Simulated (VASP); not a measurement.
Set up this calculation in VASP 6.6.1, as the native input.

```
Task                   : single point
Functional             : PBE
Potentials or basis    : VASP PAW PBE potentials, release 64 (H, C, Cl)
Cutoff                 : 520 eV
k mesh                 : 2 × 2 × 1
Occupations            : fermi-dirac, width 0.05 eV
Spin                   : no spin polarisation
Dipole correction      : no
Further INCAR settings : LREAL = Auto; ALGO = Normal; EDIFF = 1e-06; NBANDS = 72
```

The structure of H4C10Cl lies in POSCAR:

```
H4C10Cl
1.0
    5.0487420000      0.0000000000      0.0000000000
    0.0000000000      5.0487420000      0.0000000000
    0.0000000000      0.0000000000     17.1647000000
H C Cl
8 20 2
Direct
    0.4277897346      0.0000000000      0.0582591015
    0.0722160095      0.0000000000      0.0582591015
    0.9277954786      0.0000000000      0.0582591015
    0.5722217535      0.0000000000      0.0582591015
    0.4277897346      0.5000057440      0.0582591015
    0.0722160095      0.5000057440      0.0582591015
    0.9277954786      0.5000057440      0.0582591015
    0.5722217535      0.5000057440      0.0582591015
    0.2500028720      0.0000000000      0.0952361533
    0.7500086160      0.0000000000      0.0952361533
    0.2500028720      0.5000057440      0.0952361533
    0.7500086160      0.5000057440      0.0952361533
    0.2500028720      0.2500028720      0.1472324014
    0.7500086160      0.2500028720      0.1472324014
    0.2500028720      0.7500086160      0.1472324014
    0.7500086160      0.7500086160      0.1472324014
    0.0199059488      0.2392675245      0.1941542818
    0.5032738849      0.2559449463      0.1953602452
   -0.0029908441      0.7613381710      0.2069479804
    0.5042840375      0.7553564829      0.2002015765
    0.0162614766      0.0333548436      0.2519939177
    0.4927762203      0.0198069143      0.2483818535
    0.0064174402      0.5090575038      0.2553379902
    0.4934298485      0.4856259242      0.2503451852
    0.2611145509      0.1177719123      0.2893962609
    0.7564656701      0.1207825633      0.2894778237
    0.2406738154      0.3901367905      0.2954435557
    0.7557526211      0.3990102881      0.2945230619
    0.0764150753     -0.0102203678      0.5433418586
    0.4125582175      0.2567768367      0.5443963483
```

One way to write it, as run:

INCAR

```
PREC = Accurate ; ENCUT = 520
EDIFF = 1E-6 ; ISMEAR = -1
SIGMA = 0.05 ; LREAL = Auto
LASPH = T ; NELM = 100
ALGO = Normal ; ISIF = 2
LWAVE = F ; LCHARG = F
GGA = PE ; NBANDS = 72
```

KPOINTS

```
regular mesh
0
Gamma
  2 2 1
```

Potentials or basis: VASP PAW PBE potentials, release 64 (H, C, Cl).

Launch:

```sh
$ cat potpaw_PBE.64/H/POTCAR potpaw_PBE.64/C/POTCAR potpaw_PBE.64/Cl/POTCAR > POTCAR
$ mpirun -np 1 vasp_std > vasp.out
```

It gave:

```json
{
  "Largest force": "8.883 eV/Å",
  "Band gap on the k mesh": "0.19 eV (least direct gap 0.25 eV)"
}
```

Caveat: the k points lie up to 0.62 Å⁻¹ apart.

It took 6 min on 1 thread of Intel(R) Xeon(R) Platinum 8259CL CPU @ 2.50GHz (Skylake/Cascade Lake), with other jobs on the host, peak memory 0.48 GiB.
